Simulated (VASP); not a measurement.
Input of a VASP 6.6.1 run:

POSCAR

```
MnTlF3
1.0
    4.3692134000      0.0000000000      0.0000000000
    0.0000000000      4.3692134000      0.0000000000
    0.0000000000      0.0000000000      4.3692134000
Mn F Tl
1 3 1
Direct
    0.0000000000      0.0000000000      0.0000000000
    0.5000000000      0.0000000000      0.0000000000
    0.0000000000      0.5000000000      0.0000000000
    0.0000000000      0.0000000000      0.5000000000
    0.5000000000      0.5000000000      0.5000000000
```

Contents of INCAR.step1:

```
SYSTEM = MnTlF3
PREC = Accurate ; ENCUT = 520
ISMEAR = -1 ; SIGMA = 0.0283
LREAL = .FALSE. ; LASPH = .TRUE.
NELM = 150 ; ISPIN = 2
MAGMOM = 5 0 0 0 0 ; LMAXMIX = 4
NBANDS = 36 ; GGA = PE
ALGO = Normal ; EDIFF = 1E-4
LWAVE = .TRUE. ; LCHARG = .FALSE.
```

The input INCAR.step2:

```
SYSTEM = MnTlF3
PREC = Accurate ; ENCUT = 520
EDIFF = 1E-7 ; ISMEAR = -1
SIGMA = 0.0283 ; LREAL = .FALSE.
LASPH = .TRUE. ; NELM = 150
ALGO = Normal ; ISIF = 2
LWAVE = .FALSE. ; LCHARG = .TRUE.
ISPIN = 2 ; MAGMOM = 5 0 0 0 0
LORBIT = 11 ; LMAXMIX = 4
METAGGA = R2SCAN ; LMIXTAU = .TRUE.
LELF = .TRUE. ; LVHAR = .TRUE.
NBANDS = 36 ; ISTART = 1
```

File KPOINTS:

```
regular mesh
0
G
  6 6 6
  0 0 0
```

Potentials or basis: VASP PAW PBE potentials, release 64 (Mn_pv, F, Tl_d).

Command:

```console
$ cat potpaw_PBE.64/Mn_pv/POTCAR potpaw_PBE.64/F/POTCAR potpaw_PBE.64/Tl_d/POTCAR > POTCAR
$ cp INCAR.step1 INCAR
$ mpirun -np 1 vasp_std > vasp.out
$ cp INCAR.step2 INCAR
$ mpirun -np 1 vasp_std > vasp.out
```

Predict the pressure.

-5.6 GPa.

Predict the site moments.

Mn +4.64; F +0.05; Tl -0.00 μB.

Caveat: the PAW data sets were made with another functional, which shifts forces and pressure a little; a cell with one magnetic atom can't hold antiferromagnetic order, which such compounds often take.
